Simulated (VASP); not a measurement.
# Cu (I4/mmm) in VASP: single point with PBE

Aim: the single point of Cu with PBE.

All numbers are computed with VASP 6.6.1; they aren't measurements. Logs are shortened: lines on timing, memory, paths and dates and some standing lists are left out, and cuts for length are marked.

## Step 1: The cell of the first run

The structure is tetragonal, space group I4/mmm (No. 139). The conventional cell has a = 2.951 Å, b = 2.951 Å, c = 2.676 Å, α = 90.00°, β = 90.00°, γ = 90.00°. Cu (site symmetry 4/mmm) has 14 Cu at 2.48 to 2.95 Å within 3.3 Å.

## Step 2: Single point, PBE (strain along c alone, the other axes held: -3.0 %)

INCAR reads:

```
ALGO = Normal
EDIFF = 1E-6
ENCUT = 700
GGA = PE
GGA_COMPAT = F
ISIF = 2
ISMEAR = 0
LASPH = T
LCHARG = F
LREAL = F
LWAVE = F
NBANDS = 26
NELM = 120
PREC = Accurate
SIGMA = 0.1
```

KPOINTS reads:

```
k-points
0
Gamma
  14 14 16
```

POSCAR reads:

```
Cu
1.0
    2.9510618436      0.0000000000      0.0000000000
    0.0000000000      2.9510618436      0.0000000000
    0.0000000000      0.0000000000      2.6763374722
Cu
2
Direct
    0.0000000000      0.0000000000      0.0000000000
    0.5000000000      0.5000000000      0.5000000000
```

Potentials or basis: VASP PAW PBE potentials, release 64 (Cu_sv_GW).

Started as:

```
cat potpaw_PBE.64/Cu_sv_GW/POTCAR > POTCAR
mpirun -np 1 vasp_std > vasp.out
```

OUTCAR:

```text
EDIFF = 1E-6
   ENCUT = 700
   GGA = PE
   ISIF = 2
   ISMEAR = 0
   LASPH = T
   LREAL = F
   NELM = 120
   PREC = Accurate

 ion  position               nearest neighbor table
   1  0.000  0.000  0.000-   2 2.48   2 2.48   2 2.48   2 2.48   2 2.48   2 2.48   2 2.48   2 2.48

   2  0.500  0.500  0.500-   1 2.48   1 2.48   1 2.48   1 2.48   1 2.48   1 2.48   1 2.48   1 2.48

  LATTYP: Found a simple tetragonal cell.
 ALAT       =     2.9510618436
 C/A-ratio  =     0.9069066031

  Lattice vectors:

 A1 = (   2.9510618436,   0.0000000000,   0.0000000000)
 A2 = (   0.0000000000,   2.9510618436,   0.0000000000)
 A3 = (   0.0000000000,   0.0000000000,   2.6763374722)

Analysis of symmetry for initial positions (statically):
=====================================================================
 Subroutine PRICEL returns following result:

  LATTYP: Found a body centered tetragonal cell.
 ALAT       =     2.9510618436
 C/A-ratio  =     0.9069066031

  Lattice vectors:

 A1 = (  -1.4755309218,  -1.4755309218,  -1.3381687361)
 A2 = (   1.4755309218,   1.4755309218,  -1.3381687361)
 A3 = (   1.4755309218,  -1.4755309218,   1.3381687361)

   2 primitive cells build up your supercell.

 Routine SETGRP: Setting up the symmetry group for a
 simple tetragonal supercell.

 Subroutine GETGRP returns: Found 16 space group operations
 (whereof 16 operations were pure point group operations)
 out of a pool of 16 trial point group operations.

The static configuration has the point symmetry D_4h.

Analysis of symmetry for dynamics (positions and initial velocities):
=====================================================================
 Subroutine PRICEL returns following result:

  LATTYP: Found a body centered tetragonal cell.
 ALAT       =     2.9510618436
 C/A-ratio  =     0.9069066031

  Lattice vectors:

 A1 = (  -1.4755309218,  -1.4755309218,  -1.3381687361)
 A2 = (   1.4755309218,   1.4755309218,  -1.3381687361)
 A3 = (   1.4755309218,  -1.4755309218,   1.3381687361)

   2 primitive cells build up your supercell.

 Routine SETGRP: Setting up the symmetry group for a
 simple tetragonal supercell.

 Subroutine GETGRP returns: Found 16 space group operations
 (whereof 16 operations were pure point group operations)
 out of a pool of 16 trial point group operations.
[... 85 lines left out ...]
   dimension x,y,z NGXF=    56 NGYF=   56 NGZF=   48
   ions per type =               2
   NGX,Y,Z   is equivalent  to a cutoff of  15.77, 15.77, 14.91 a.u.
   NGXF,Y,Z  is equivalent  to a cutoff of  31.55, 31.55, 29.82 a.u.
 SYSTEM =  unknown system
   PREC   = accura    normal or accurate (medium, high low for compatibility)
   ISTART =      0    job   : 0-new  1-cont  2-samecut
   ICHARG =      2    charge: 1-file 2-atom 10-const
   ISPIN  =      1    spin polarized calculation?
   LNONCOLLINEAR =      F non collinear calculations
   LSORBIT =      F    spin-orbit coupling
   LASPH  =      T    aspherical Exc in radial PAW
   ENCUT  =  700.0 eV  51.45 Ry    7.17 a.u.   6.37  6.37  5.77*2*pi/ulx,y,z
   NELM   =    120;   NELMIN=  2; NELMDL= -5     # of ELM steps
   EDIFF  = 0.1E-05   stopping-criterion for ELM
   LREAL  =      F    real-space projection
[... 7 lines left out ...]
   TEBEG  =    0.0;   TEEND  =   0.0 temperature during run
   PSTRESS=    0.0 pullay stress
   NELECT =      38.0000    total number of electrons
   NUPDOWN=      -1.0000    fix difference up-down
   EMIN   =  10.00;   EMAX   =-10.00  energy-range for DOS
   EFERMI =   0.00;   METHOD = LEGACY
   ISMEAR =     0;   SIGMA  =   0.10  broadening in eV -4-tet -1-fermi 0-gaus
   EFERMI_NEDOS =   21; number of points for ismear=-14 and -15
   IALGO  =     38    algorithm
   IMIX   =      4    mixing-type and parameters
     AMIX     =   0.40;   BMIX     =  1.00
     AMIX_MAG =   1.60;   BMIX_MAG =  1.00
  volume/ion in A,a.u.               =      11.65        78.64
  Fermi-wavevector in a.u.,A,eV,Ry     =   1.926801  3.641126 50.512474  3.712562
  Thomas-Fermi vector in A             =   2.959868
   LORBIT       =      0    0 simple, 1 ext, 2 COOP (PROOUT), +10 PAW based schemes
   GGA     = PE    functional components
   LHFCALC =     F    Hartree Fock is set to
   AEXX    =    0.0000 exact exchange contribution
   IVDW    =     0    specifies the selected vdW correction
   LEPSILON=     F    determine dielectric tensor
   LRPA    =     F    only Hartree local field effects (RPA)
 non-spin polarized calculation
 Gauss-broadening in eV      SIGMA  =   0.10
  energy-cutoff  :      700.00
  volume of cell :       23.31
 maximum number of plane-waves:       996
 NGX is ok and might be reduce to    28
   NGX = 13   NGY = 13   NGZ = 11

 number of electron      37.9999967 magnetization

 Free energy of the ion-electron system (eV)
  ---------------------------------------------------
  ext. energy  EPLUGINS =         0.00000000
  ---------------------------------------------------
  free energy    TOTEN  =        -7.50689612 eV

  energy without entropy =       -7.50362180  energy(sigma->0) =       -7.50525896

 E-fermi :   7.7759     XC(G=0): -13.4455

 val. band max:        7.7677403732   @ k =   0.2857   0.1429   0.5000
 cond. band min:       7.7898809081   @ k =   0.4286   0.0714   0.2500
 fundamental gap:      0.0221405350
 Fermi energy:         7.7758868358

 k-point     1 :       0.0000    0.0000    0.0000
  band No.  band energies     occupation
      1    -104.8578      2.00000
      2    -104.8277      2.00000
      3     -62.2643      2.00000
      4     -62.2643      2.00000
      5     -62.2573      2.00000
      6     -62.1853      2.00000
[... 685 lines left out ...]
     25      28.2697      0.00000
     26      28.4788      0.00000

 [... further k-points ...]

------------------------ aborting loop because EDIFF is reached ----------------------------------------

  FORCE on cell =-STRESS in cart. coord.  units (eV):
  Direction    XX          YY          ZZ          XY          YZ          ZX
  --------------------------------------------------------------------------------------
  -------------------------------------------------------------------------------------
  Total       -0.0978706     -0.0978706     -0.0297473      0.0000000     -0.0000000      0.0000000
  in kB       -6.7276797     -6.7276797     -2.0448494      0.0000000     -0.0000000      0.0000000
  external PRESSURE =      -5.1667363 kB  Pullay stress =       0.0000000 kB

 VOLUME and BASIS-vectors are now :
 -----------------------------------------------------------------------------
  energy-cutoff  :      700.00
  volume of cell :       23.31
      direct lattice vectors                 reciprocal lattice vectors
     2.951061844  0.000000000  0.000000000     0.338861079  0.000000000  0.000000000
     0.000000000  2.951061844  0.000000000     0.000000000  0.338861079  0.000000000
     0.000000000  0.000000000  2.676337472     0.000000000  0.000000000  0.373644957

 POSITION                                       TOTAL-FORCE (eV/Angst)
 -----------------------------------------------------------------------------------
      0.00000      0.00000      0.00000         0.000000      0.000000     -0.000000
      1.47553      1.47553      1.33817        -0.000000     -0.000000      0.000000
 -----------------------------------------------------------------------------------
    total drift:                                0.000000      0.000000      0.000000

  FREE ENERGIE OF THE ION-ELECTRON SYSTEM (eV)
  ---------------------------------------------------
  free  energy   TOTEN  =        -7.5068961219 eV

  energy  without entropy=       -7.5036218000  energy(sigma->0) =       -7.50525896
```

Wall time 4.3 min (1 thread of Intel Xeon Platinum 8375C at 2.90GHz (Ice Lake), shared host); peak memory 0.39 GiB.

Results:

```yaml
Free_energy: -7.5069 eV
Pressure: -0.5 GPa
Band_gap_on_the_k_mesh: zero (bands 19 and 20 overlap by 7.64 eV)
```

Levels at points of the mesh, in eV from the Fermi level:
| k point | band 17 | band 18 | band 19 | band 20 | band 21 | band 22 |
| --- | --- | --- | --- | --- | --- | --- |
| (0.00, 0.00, 0.00) | -1.55 | -1.55 | -1.45 | 6.99 | 6.99 | 10.82 |
| (0.50, 0.00, 0.00) | -2.27 | -2.27 | -1.55 | -1.55 | 13.20 | 13.20 |
| (0.50, 0.50, 0.00) | -1.39 | -1.39 | -1.17 | -1.17 | 3.71 | 3.71 |
| (0.00, 0.00, 0.50) | -2.40 | -2.40 | -0.77 | -0.77 | 14.28 | 14.28 |
| (0.50, 0.00, 0.50) | -1.35 | -1.35 | -0.41 | -0.41 | 4.80 | 4.80 |
| (0.50, 0.50, 0.50) | -1.87 | -1.87 | 6.09 | 6.09 | 6.78 | 6.78 |

Caveat: the cell differs from its parent crystal (strain along c alone, the other axes held: -3.0 %).
